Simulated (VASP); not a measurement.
Write the native input for VASP 6.6.1 that does the following.

* Task: single point
* Functional: PBE
* Potentials or basis: VASP PAW PBE potentials, release 64 (Ge_d, Ni)
* Cutoff: 520 eV
* k mesh: 10 × 10 × 10
* Occupations: gaussian, width 0.1 eV
* Spin: collinear spin, ferromagnetic start
* Starting moments: [0.0, 0.0, 0.0, 0.24] μB
* Dipole correction: no
* Further INCAR settings: ALGO = Normal; EDIFF = 1e-06; NBANDS = 38

The structure of NiGe3 lies in POSCAR:

```
NiGe3
1.0
    4.1141726682      0.0000000000      0.0000000000
    0.0000000000      4.1141726682      0.0000000000
    0.0000000000      0.0000000000      4.1141726682
Ge Ni
3 1
Direct
    0.0000000000      0.5000000000      0.5000000000
    0.5000000000      0.0000000000      0.5000000000
    0.5000000000      0.5000000000      0.0000000000
    0.0000000000      0.0000000000      0.0000000000
```

This cell differs from its parent crystal: Pd replaced by Ni, lengths x 0.982, strained.

The input as run:

INCAR

```
ALGO = Normal
EDIFF = 1E-6
ENCUT = 520
GGA = PE
ISIF = 2
ISMEAR = 0
ISPIN = 2
LASPH = T
LCHARG = F
LMAXMIX = 4
LORBIT = 11
LREAL = F
LWAVE = F
MAGMOM = 0 0 0 0.24
NBANDS = 38
NELM = 150
PREC = Accurate
SIGMA = 0.1
```

KPOINTS

```
k-points
0
Gamma
  10 10 10
```

Potentials or basis: VASP PAW PBE potentials, release 64 (Ge_d, Ni).

Launch:

```sh
$ cat potpaw_PBE.64/Ge_d/POTCAR potpaw_PBE.64/Ni/POTCAR > POTCAR
$ mpirun -np 1 vasp_std > vasp.out
```

Results of the run:

The pressure is -4.2 GPa, the band gap on the k mesh is zero (filled and empty bands overlap) and the net moment is 0.00 μB per cell. The valence electrons inside the program's atomic spheres are Ge 12.19; Ni 9.01.

Caveat: the cell differs from its parent crystal (Pd replaced by Ni, lengths x 0.982, strained); the cell stands under tension.

It took 90 s on 1 thread of Intel(R) Xeon(R) 6975P-C (Granite Rapids), with other jobs on the host, peak memory 0.35 GiB.
